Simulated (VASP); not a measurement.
MoRh, 2 atoms in the cell. The structure is hexagonal, space group P-6m2 (No. 187). The conventional cell has a = 2.795 Å, b = 2.795 Å, c = 4.437 Å, α = 90.00°, β = 90.00°, γ = 120.00°. Within 3.6 Å of Mo (site symmetry -6m2) lie 6 Rh at 2.74 Å and 6 Mo at 2.80 Å. Rh (site symmetry -6m2) has 6 Mo at 2.74 Å and 6 Rh at 2.80 Å within 3.6 Å. 

| Quantity | Value |
| --- | --- |
| Program | VASP 6.6.1 |
| Task | single point |
| Functional | PBEsol |
| Dispersion | D3(BJ) |
| Potentials or basis | VASP PAW PBE potentials, release 64 (Mo_sv, Rh_pv) |
| Cutoff | 520 eV |
| k mesh | 5 × 5 × 3 |
| Occupations | fermi-dirac, width 0.05 eV |
| Spin | no spin polarisation |
| Dipole correction | no |
| Further INCAR settings | ALGO = Normal; EDIFF = 1e-06; NBANDS = 22 |

Potentials or basis: VASP PAW PBE potentials, release 64 (Mo_sv, Rh_pv).

The run is started by

```bash
$ cat potpaw_PBE.64/Mo_sv/POTCAR potpaw_PBE.64/Rh_pv/POTCAR > POTCAR
$ mpirun -np 1 vasp_std > vasp.out
```

Hardware: 1 thread of AMD EPYC 7571 (shared host).

Problem. How long does it take, and how much memory?

Solution. Wall time 22 s on 1 thread of AMD EPYC 7571, with other jobs on the host, peak memory 0.13 GiB. Counts: scf iterations 15, k points 10.
